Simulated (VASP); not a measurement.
# Al (I4/mmm) in VASP: relaxation of cell and atoms with PBE

Aim: the relaxation of cell and atoms of Al with PBE.

Program: VASP 6.6.1. These are calculated values, not measurements. Logs are shortened: lines on timing, memory, paths and dates and some standing lists are left out, and cuts for length are marked.

### 1 The cell of the first run

The structure is tetragonal, space group I4/mmm (No. 139). Conventional cell: a = 2.816 Å, b = 2.816 Å, c = 3.904 Å, α = 90.00°, β = 90.00°, γ = 90.00°. Al (site symmetry 4/mmm) has 12 Al at 2.79 to 2.82 Å within 3.7 Å.

### 2 Relaxation of cell and atoms, PBE

Contents of INCAR:

```
PREC = Accurate
ENCUT = 500
EDIFF = 1E-7
ISMEAR = -1
SIGMA = 0.1
LREAL = False
LASPH = True
NELM = 120
ALGO = Normal
ISIF = 3
LWAVE = False
LCHARG = False
GGA = PE
IBRION = 2
NSW = 80
EDIFFG = -0.01
GGA_COMPAT = False
NELMIN = 4
```

Contents of KPOINTS:

```
regular mesh
0
Gamma
  10 10 10
```

Contents of POSCAR:

```
Al
1.0
    0.0000000000      1.9915296940      1.9520947639
    1.9915296940      0.0000000000      1.9520947639
    1.9915296940      1.9915296940      0.0000000000
Al
1
Direct
    0.0000000000      0.0000000000      0.0000000000
```

Potentials or basis: VASP PAW PBE potentials, release 64 (Al).

Launch:

```console
$ cat potpaw_PBE.64/Al/POTCAR > POTCAR
$ mpirun -np 1 vasp_std > vasp.out
```

OUTCAR:

```text
PREC = Accurate
   ENCUT = 500
   EDIFF = 1E-7
   ISMEAR = -1
   LREAL = False
   LASPH = True
   NELM = 120
   ISIF = 3
   GGA = PE
   IBRION = 2
   NSW = 80
   EDIFFG = -0.01
   NELMIN = 4

 ion  position               nearest neighbor table
   1  0.000  0.000  0.000-

  LATTYP: Found a body centered tetragonal cell.
 ALAT       =     2.8164483031
 C/A-ratio  =     1.3862102576

  Lattice vectors:

 A1 = (   0.0000000000,  -1.9915296940,  -1.9520947639)
 A2 = (   0.0000000000,   1.9915296940,  -1.9520947639)
 A3 = (   1.9915296940,   0.0000000000,   1.9520947639)

Analysis of symmetry for initial positions (statically):
=====================================================================
 Subroutine PRICEL returns:
 Original cell was already a primitive cell.

 Routine SETGRP: Setting up the symmetry group for a
 body centered tetragonal supercell.

 Subroutine GETGRP returns: Found 16 space group operations
 (whereof 16 operations were pure point group operations)
 out of a pool of 16 trial point group operations.

The static configuration has the point symmetry D_4h.

Analysis of symmetry for dynamics (positions and initial velocities):
=====================================================================
 Subroutine PRICEL returns:
 Original cell was already a primitive cell.

 Routine SETGRP: Setting up the symmetry group for a
 body centered tetragonal supercell.

 Subroutine GETGRP returns: Found 16 space group operations
 (whereof 16 operations were pure point group operations)
 out of a pool of 16 trial point group operations.

The dynamic configuration has the point symmetry D_4h.

 Subroutine INISYM returns: Found 16 space group operations
 (whereof 16 operations are pure point group operations),
 and found     1 'primitive' translations

----------------------------------------------------------------------------------------

                                     Primitive cell

  volume of cell :      15.4848

  direct lattice vectors                    reciprocal lattice vectors
     0.000000000  1.991529694  1.952094764    -0.251063291  0.251063291  0.256135106
     1.991529694  0.000000000  1.952094764     0.251063291 -0.251063291  0.256135106
     1.991529694  1.991529694  0.000000000     0.251063291  0.251063291 -0.256135106

  length of vectors
     2.788703012  2.788703012  2.816448303     0.437802176  0.437802176  0.437802176

  position of ions in fractional coordinates (direct lattice)
     0.000000000  0.000000000  0.000000000

  ion indices of the primitive-cell ions
   primitive index   ion index
                 1           1

----------------------------------------------------------------------------------------

 KPOINTS: regular mesh

Automatic generation of k-mesh.
 Grid dimensions read from file:
 generate k-points for:   10   10   10

 Generating k-lattice:

  Cartesian coordinates                     Fractional coordinates (reciprocal lattice)
    -0.025106329  0.025106329  0.025613511     0.100000000  0.000000000  0.000000000
     0.025106329 -0.025106329  0.025613511     0.000000000  0.100000000  0.000000000
     0.025106329  0.025106329 -0.025613511     0.000000000  0.000000000  0.100000000

  Length of vectors
     0.043780218  0.043780218  0.043780218

  Shift w.r.t. Gamma in fractional coordinates (k-lattice)
     0.000000000  0.000000000  0.000000000

 Subroutine IBZKPT returns following result:
 ===========================================

 Found    102 irreducible k-points:

 Following reciprocal coordinates:
            Coordinates               Weight
  0.000000  0.000000  0.000000      1.000000
  0.100000  0.000000  0.000000      8.000000
  0.200000  0.000000  0.000000      8.000000
  0.300000  0.000000  0.000000      8.000000
  0.400000  0.000000  0.000000      8.000000
  0.500000  0.000000  0.000000      4.000000
[... 16 lines left out ...]
  0.300000  0.300000  0.000000      2.000000
  0.400000  0.300000  0.000000      8.000000
 [... further k-points ...]
   k-points           NKPTS =    102   k-points in BZ     NKDIM =    102   number of bands    NBANDS=      5
   number of dos      NEDOS =    301   number of ions     NIONS =      1
   total plane-waves  NPLWV =   9600
   dimension x,y,z NGX =    20 NGY =   20 NGZ =   24
   dimension x,y,z NGXF=    40 NGYF=   40 NGZF=   48
   ions per type =               1
   NGX,Y,Z   is equivalent  to a cutoff of  11.92, 11.92, 14.17 a.u.
   NGXF,Y,Z  is equivalent  to a cutoff of  23.85, 23.85, 28.33 a.u.
 SYSTEM =  unknown system
   PREC   = accura    normal or accurate (medium, high low for compatibility)
   ISTART =      0    job   : 0-new  1-cont  2-samecut
   ICHARG =      2    charge: 1-file 2-atom 10-const
   ISPIN  =      1    spin polarized calculation?
   LNONCOLLINEAR =      F non collinear calculations
   LSORBIT =      F    spin-orbit coupling
   LASPH  =      T    aspherical Exc in radial PAW
   ENCUT  =  500.0 eV  36.75 Ry    6.06 a.u.   5.08  5.08  5.14*2*pi/ulx,y,z
   NELM   =    120;   NELMIN=  4; NELMDL= -5     # of ELM steps
   EDIFF  = 0.1E-06   stopping-criterion for ELM
   LREAL  =      F    real-space projection
   EDIFFG = -.1E-01   stopping-criterion for IOM
   NSW    =     80    number of steps for IOM
   IBRION =      2    ionic relax: 0-MD 1-quasi-New 2-CG
   NFREE  =      1    steps in history (QN), initial steepest desc. (CG)
   ISIF   =      3    stress and relaxation
   ISYM   =      2    0-nonsym 1-usesym 2-fastsym
   POTIM  = 0.5000    time-step for ionic-motion
   TEBEG  =    0.0;   TEEND  =   0.0 temperature during run
   PSTRESS=    0.0 pullay stress
   NELECT =       3.0000    total number of electrons
   NUPDOWN=      -1.0000    fix difference up-down
   EMIN   =  10.00;   EMAX   =-10.00  energy-range for DOS
   EFERMI =   0.00;   METHOD = LEGACY
   ISMEAR =    -1;   SIGMA  =   0.10  broadening in eV -4-tet -1-fermi 0-gaus
   EFERMI_NEDOS =   21; number of points for ismear=-14 and -15
   IALGO  =     38    algorithm
   IMIX   =      4    mixing-type and parameters
     AMIX     =   0.40;   BMIX     =  1.00
     AMIX_MAG =   1.60;   BMIX_MAG =  1.00
  volume/ion in A,a.u.               =      15.48       104.50
  Fermi-wavevector in a.u.,A,eV,Ry     =   0.947284  1.790108 12.209160  0.897348
  Thomas-Fermi vector in A             =   2.075363
   LORBIT       =      0    0 simple, 1 ext, 2 COOP (PROOUT), +10 PAW based schemes
   GGA     = PE    functional components
   LHFCALC =     F    Hartree Fock is set to
   AEXX    =    0.0000 exact exchange contribution
   IVDW    =     0    specifies the selected vdW correction
   LEPSILON=     F    determine dielectric tensor
   LRPA    =     F    only Hartree local field effects (RPA)
 conjugate gradient relaxation of ions
 non-spin polarized calculation
  energy-cutoff  :      500.00
  volume of cell :       15.48
 maximum number of plane-waves:       407
   NGX = 11   NGY = 11   NGZ = 11

--------------------------------------- Ionic step        1  -------------------------------------------

 number of electron       3.0000000 magnetization

 Free energy of the ion-electron system (eV)
  ---------------------------------------------------
  ext. energy  EPLUGINS =         0.00000000
  ---------------------------------------------------
  free energy    TOTEN  =        -3.72247905 eV

  energy without entropy =       -3.70383537  energy(sigma->0) =       -3.71315721

------------------------ aborting loop because EDIFF is reached ----------------------------------------

  FORCE on cell =-STRESS in cart. coord.  units (eV):
  Direction    XX          YY          ZZ          XY          YZ          ZX
  --------------------------------------------------------------------------------------
  -------------------------------------------------------------------------------------
  Total        0.5788428      0.5788428      0.4455199      0.0000000      0.0000000      0.0000000
  in kB       59.8917167     59.8917167     46.0970639      0.0000000      0.0000000      0.0000000
  external PRESSURE =      55.2934991 kB  Pullay stress =       0.0000000 kB

 VOLUME and BASIS-vectors are now :
 -----------------------------------------------------------------------------
  energy-cutoff  :      500.00
  volume of cell :       15.48
      direct lattice vectors                 reciprocal lattice vectors
     0.000000000  1.991529694  1.952094764    -0.251063291  0.251063291  0.256135106
     1.991529694  0.000000000  1.952094764     0.251063291 -0.251063291  0.256135106
     1.991529694  1.991529694  0.000000000     0.251063291  0.251063291 -0.256135106
[... 246 lines left out ...]
 POSITION                                       TOTAL-FORCE (eV/Angst)
 -----------------------------------------------------------------------------------
      2.06656      4.13312      1.93480         0.000000      0.000000      0.000000
 -----------------------------------------------------------------------------------
    total drift:                               -0.000000     -0.000000     -0.000000

  FREE ENERGIE OF THE ION-ELECTRON SYSTEM (eV)
  ---------------------------------------------------
  free  energy   TOTEN  =        -3.7447992245 eV

  energy  without entropy=       -3.7307211750  energy(sigma->0) =       -3.73776020

--------------------------------------- Ionic step        9  -------------------------------------------

 number of electron       3.0000000 magnetization

 Free energy of the ion-electron system (eV)
  ---------------------------------------------------
  ext. energy  EPLUGINS =         0.00000000
  ---------------------------------------------------
  free energy    TOTEN  =        -3.74481656 eV

  energy without entropy =       -3.73072075  energy(sigma->0) =       -3.73776866

 E-fermi :   7.9699     XC(G=0): -10.1840

 val. band max:        7.9585058166   @ k =  -0.4000   0.1000   0.4000
 cond. band min:       7.9769315740   @ k =  -0.4000   0.4000   0.2000
 fundamental gap:      0.0184257574
 Fermi energy:         7.9698912263

 k-point     1 :       0.0000    0.0000    0.0000
  band No.  band energies     occupation
      1      -3.1471      2.00000
      2      20.3866      0.00000
      3      20.3866      0.00000
      4      21.0764      0.00000
      5      21.9133      0.00000

 k-point     2 :       0.1000    0.0000    0.0000
  band No.  band energies     occupation
      1      -2.8756      2.00000
      2      17.2998      0.00000
      3      19.6093      0.00000
      4      20.1489      0.00000
      5      22.7187      0.00000

 k-point     3 :       0.2000    0.0000    0.0000
  band No.  band energies     occupation
      1      -2.0639      2.00000
      2      13.3147      0.00000
      3      18.7307      0.00000
      4      19.4545      0.00000
      5      22.5232      0.00000
[... 153 lines left out ...]
 k-point    23 :       0.3000    0.3000    0.0000
  band No.  band energies     occupation
      1       0.3608      2.00000
      2      14.1039      0.00000
      3      14.1039      0.00000
      4      14.2942      0.00000
      5      15.3088      0.00000

 k-point    24 :       0.4000    0.3000    0.0000
  band No.  band energies     occupation
      1       1.7708      2.00000
      2      10.9674      0.00000
      3      13.0770      0.00000
      4      13.6629      0.00000
      5      15.1285      0.00000

 [... further k-points ...]

------------------------ aborting loop because EDIFF is reached ----------------------------------------

  FORCE on cell =-STRESS in cart. coord.  units (eV):
  Direction    XX          YY          ZZ          XY          YZ          ZX
  --------------------------------------------------------------------------------------
  -------------------------------------------------------------------------------------
  Total       -0.0005860     -0.0005860      0.0017870      0.0000000      0.0000000      0.0000000
  in kB       -0.0566961     -0.0566961      0.1728977      0.0000000      0.0000000      0.0000000
  external PRESSURE =       0.0198352 kB  Pullay stress =       0.0000000 kB

 VOLUME and BASIS-vectors are now :
 -----------------------------------------------------------------------------
  energy-cutoff  :      500.00
  volume of cell :       16.56
      direct lattice vectors                 reciprocal lattice vectors
     0.000000000  2.067855499  1.936365496    -0.241796393  0.241796393  0.258215715
     2.067855499  0.000000000  1.936365496     0.241796393 -0.241796393  0.258215715
     2.067855499  2.067855499  0.000000000     0.241796393  0.241796393 -0.258215715

 POSITION                                       TOTAL-FORCE (eV/Angst)
 -----------------------------------------------------------------------------------
      0.00000      0.00000      0.00000         0.000000      0.000000     -0.000000
 -----------------------------------------------------------------------------------
    total drift:                               -0.000000     -0.000000     -0.000000

  FREE ENERGIE OF THE ION-ELECTRON SYSTEM (eV)
  ---------------------------------------------------
  free  energy   TOTEN  =        -3.7448165617 eV

  energy  without entropy=       -3.7307207524  energy(sigma->0) =       -3.73776866

 reached required accuracy - stopping structural energy minimisation
```

Wall time 21 s (1 thread of AMD EPYC 7R13 (Zen 3), shared host); peak memory 0.1 GiB.

Results:

- Free energy: -3.7448 eV
- Relaxed volume: 16.56 Å³/atom
- Relaxed cell: a = 2.833 Å, b = 2.833 Å, c = 2.924 Å, α = 58.93°, β = 58.93°, γ = 62.15°
- Space group after relaxing (to 0.1 Å): I4/mmm (No. 139)
- Energy gained by relaxing: 22.3 meV/atom
- Ionic steps: 9
- Pressure after relaxing: 0.0 GPa
- Band gap on the k mesh: zero (an odd number of electrons rules out a gap without spin polarisation)

Step by step:
```
step  energy change (eV)  largest force (eV/Å)  pressure (GPa)  volume (Å³)
   1              0.0000                0.0000            5.53        15.48
   2             -0.0169                0.0000           -0.88        16.71
   3             -0.0174                0.0000           -0.11        16.54
   4             -0.0194                0.0000           -0.15        16.56
   5             -0.0220                0.0000           -0.21        16.60
   6             -0.0182                0.0000           -0.22        16.66
   7             -0.0223                0.0000           -0.25        16.61
   8             -0.0223                0.0000            0.16        16.53
   9             -0.0223                0.0000            0.00        16.56
```

Final structure:
```
Al
1.0
     0.00000    2.06786    1.93637
     2.06786    0.00000    1.93637
     2.06786    2.06786    0.00000
Al
1
Direct
  0.00000 0.00000 0.00000
```
